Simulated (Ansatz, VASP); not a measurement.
Os in VASP and in Ansatz

INCAR

```
ALGO = Normal ; EDIFF = 1E-6
ENCUT = 600 ; GGA = PE
ISIF = 2 ; ISMEAR = -1
LASPH = True ; LCHARG = False
LMAXMIX = 4 ; LREAL = False
LWAVE = False ; NBANDS = 23
NELM = 80 ; PREC = Accurate
SIGMA = 0.05
```

KPOINTS

```
k-points
0
Gamma
  11 11 6
```

POSCAR

```
Os
1.0
    2.7341000000      0.0000000000      0.0000000000
   -1.3670500000      2.3678000565      0.0000000000
    0.0000000000      0.0000000000      4.3197000000
Os
2
Direct
    0.6666666667      0.3333333333      0.7500000000
    0.3333333333      0.6666666667      0.2500000000
```

KPOINTS_OPT

```
path GMKGALHA,LM,KH
10
line-mode
reciprocal
 0.0000000000  0.0000000000  0.0000000000  G
 0.5000000000  0.0000000000  0.0000000000  M

 0.5000000000  0.0000000000  0.0000000000  M
 0.3333333333  0.3333333333  0.0000000000  K

 0.3333333333  0.3333333333  0.0000000000  K
 0.0000000000  0.0000000000  0.0000000000  G

 0.0000000000  0.0000000000  0.0000000000  G
 0.0000000000  0.0000000000  0.5000000000  A

 0.0000000000  0.0000000000  0.5000000000  A
 0.5000000000  0.0000000000  0.5000000000  L

 0.5000000000  0.0000000000  0.5000000000  L
 0.3333333333  0.3333333333  0.5000000000  H

 0.3333333333  0.3333333333  0.5000000000  H
 0.0000000000  0.0000000000  0.5000000000  A

 0.5000000000  0.0000000000  0.5000000000  L
 0.5000000000  0.0000000000  0.0000000000  M

 0.3333333333  0.3333333333  0.0000000000  K
 0.3333333333  0.3333333333  0.5000000000  H
```

The input input.yaml:

```yaml
crystal:
  lattice:
    - [2.7341, 0.0, 0.0]
    - [-1.36705, 2.3678000565, 0.0]
    - [0.0, 0.0, 4.3197]
  atoms:
    - { symbol: Os, position: [0.6666666667, 0.3333333333, 0.75] }
    - { symbol: Os, position: [0.3333333333, 0.6666666667, 0.25] }
hamiltonian:
  xc: pbe
  pseudopotentials: { kind: paw }
kpoints:
  mp_grid: { grid: [11, 11, 6] }
  band_path:
    path:
      - [[0.0, 0.0, 0.0], [0.5, 0.0, 0.0], [0.3333333333, 0.3333333333, 0.0], [0.0, 0.0, 0.0], [0.0, 0.0, 0.5], [0.5, 0.0, 0.5], [0.3333333333, 0.3333333333, 0.5], [0.0, 0.0, 0.5]]
      - [[0.5, 0.0, 0.5], [0.5, 0.0, 0.0]]
      - [[0.3333333333, 0.3333333333, 0.0], [0.3333333333, 0.3333333333, 0.5]]
    npoints: 14
scf:
  occupations: { method: fermi_dirac, width: 0.05 }
  n_extra_bands: 6
output:
  forces: true
  stress: true
  eigenvalues: true
  fatbands: false
```

Alike in both runs: task band structure; functional PBE; k mesh 11 × 11 × 6; occupations fermi-dirac, width 0.05 eV; no spin polarisation.

|  | VASP | Ansatz |
| --- | --- | --- |
| version | VASP 6.6.1 | Ansatz 0.2.0 |
| potentials or method | VASP PAW PBE potentials, release 64 (Os_sv_GW) | Ansatz PAW |
| plane-wave cutoff (eV) | 600 | 420 |
| valence electrons in the cell | 32 | 32 |

```csv
,VASP,Ansatz,Ansatz less VASP
gap on the k mesh at the Fermi level (eV),none,none,-
pressure (GPa),8.2,8.8,+0.63
"traceless stress, the component that is largest in VASP (GPa)",0.31,0.29,-0.024
```

A gap of «none» marks a metal or a gap that the smearing closes.

Spin-orbit coupling is off throughout.
